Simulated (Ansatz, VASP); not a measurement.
Cu in VASP and in Ansatz

```xyz
27
Lattice="-5.3451 -5.3451 0.0000 -5.3451 0.0000 -5.3451 0.0000 -5.3451 -5.3451" Properties=species:S:1:pos:R:3 pbc="T T T"
Cu   -7.1268   -7.1268   -7.1268
Cu   -5.3451   -5.3451   -7.1268
Cu   -3.5634   -3.5634   -7.1268
Cu   -5.3451   -7.1268   -5.3451
Cu   -3.5634   -5.3451   -5.3451
Cu   -1.7817   -3.5634   -5.3451
Cu   -3.5634   -7.1268   -3.5634
Cu   -1.7817   -5.3451   -3.5634
Cu    0.0000   -3.5634   -3.5634
Cu   -7.1268   -5.3451   -5.3451
Cu   -5.3451   -3.5634   -5.3451
Cu   -3.5634   -1.7817   -5.3451
Cu   -5.3451   -5.3451   -3.5634
Cu   -3.5634   -3.5634   -3.5634
Cu   -1.7817   -1.7817   -3.5634
Cu   -3.5634   -5.3451   -1.7817
Cu   -1.7817   -3.5634   -1.7817
Cu    0.0000   -1.7817   -1.7817
Cu   -7.1268   -3.5634   -3.5634
Cu   -5.3451   -1.7817   -3.5634
Cu   -3.5634    0.0000   -3.5634
Cu   -5.3451   -3.5634   -1.7817
Cu   -3.5634   -1.7817   -1.7817
Cu   -1.7817    0.0000   -1.7817
Cu   -3.5634   -3.5634    0.0000
Cu   -1.7817   -1.7817    0.0000
Cu    0.0000    0.0000    0.0000
```

Alike in both runs: task single point; functional PBEsol; k mesh 4 × 4 × 4; occupations gaussian, width 0.1 eV; no spin polarisation.

```csv
,VASP,Ansatz
version,VASP 6.6.1,Ansatz 0.2.0
potentials or method,"VASP PAW PBE potentials, release 64 (Cu), cutoff 520 eV","scalar-relativistic, plane waves, PAW"
valence electrons in the cell,297,513
```

Ansatz gave:

- gap on the k mesh at the Fermi level (eV): none
- pressure (GPa): -0.1

Q: Which values does VASP return?

A: gap on the k mesh at the Fermi level (eV): none; pressure (GPa): 0.5.

VASP's potentials were made for PBE, not for PBEsol. A gap of «none» marks a metal or a gap that the smearing closes. VASP's potentials hold 297 valence electrons a cell and Ansatz's 513, so a difference there can come from the potentials and not from the codes.
